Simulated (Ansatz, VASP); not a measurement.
**CdH2O2: VASP beside Ansatz**

The input INCAR:

```
PREC = Accurate ; ENCUT = 600
EDIFF = 1E-6 ; ISMEAR = 0
SIGMA = 0.01 ; LREAL = F
LASPH = T ; NELM = 120
ALGO = Normal ; ISIF = 2
LWAVE = F ; LCHARG = T
GGA = PS ; LELF = T
LVHAR = T ; NBANDS = 25
GGA_COMPAT = F
```

File KPOINTS:

```
regular mesh
0
Gamma
  6 6 4
```

Contents of POSCAR:

```
CdH2O2
1.0
    3.8140486195      0.0000000000      0.0000000000
   -1.9070243097      3.3030613409      0.0000000000
    0.0000000000      0.0000000000      4.4115811153
Cd H O
1 2 2
Direct
    0.3333333333      0.6666666667      0.9873000000
    0.0000000000      0.0000000000      0.0080800000
    0.6666666667      0.3333333333      0.4318900000
    0.0000000000      0.0000000000      0.7861900000
    0.6666666667      0.3333333333      0.2118900000
```

Input for Ansatz:

```yaml
crystal:
  lattice:
    - [3.8140486194664835, 0.0, 0.0]
    - [-1.9070243097332418, 3.3030613409486524, 0.0]
    - [0.0, 0.0, 4.4115811152638]
  atoms:
    - { symbol: Cd, position: [0.3333333333333333, 0.6666666666666666, 0.9873] }
    - { symbol: H, position: [0.0, 0.0, 0.00808] }
    - { symbol: H, position: [0.6666666666666666, 0.3333333333333333, 0.43189] }
    - { symbol: O, position: [0.0, 0.0, 0.78619] }
    - { symbol: O, position: [0.6666666666666666, 0.3333333333333333, 0.21189] }
basis:
  ecutwfc: 476.19925930478996
kpoints:
  mp_grid:
    grid: [6, 6, 4]
hamiltonian:
  xc: pbesol
scf:
  convergence:
    dr2_threshold: 1.0e-10
  occupations:
    method: fixed
output:
  stress: true
```

Alike in both runs: task single point; functional PBEsol; k mesh 6 × 6 × 4; no spin polarisation.

|  | VASP | Ansatz |
| --- | --- | --- |
| version | VASP 6.6.1 | Ansatz 0.2.0 |
| potentials or method | VASP PAW PBE potentials, release 64 (Cd_sv_GW, H, O), cutoff 600 eV | plane waves, PAW |
| occupations | gaussian, width 0.01 eV | fixed |
| valence electrons in the cell | 34 | 34 |

```tsv
	VASP	Ansatz	Ansatz less VASP
pressure (GPa)	-2.9	-2.7	+0.20
traceless stress, the component that is largest in VASP (GPa)	3.35	2.84	-0.510
```

VASP's potentials were made for PBE, not for PBEsol.
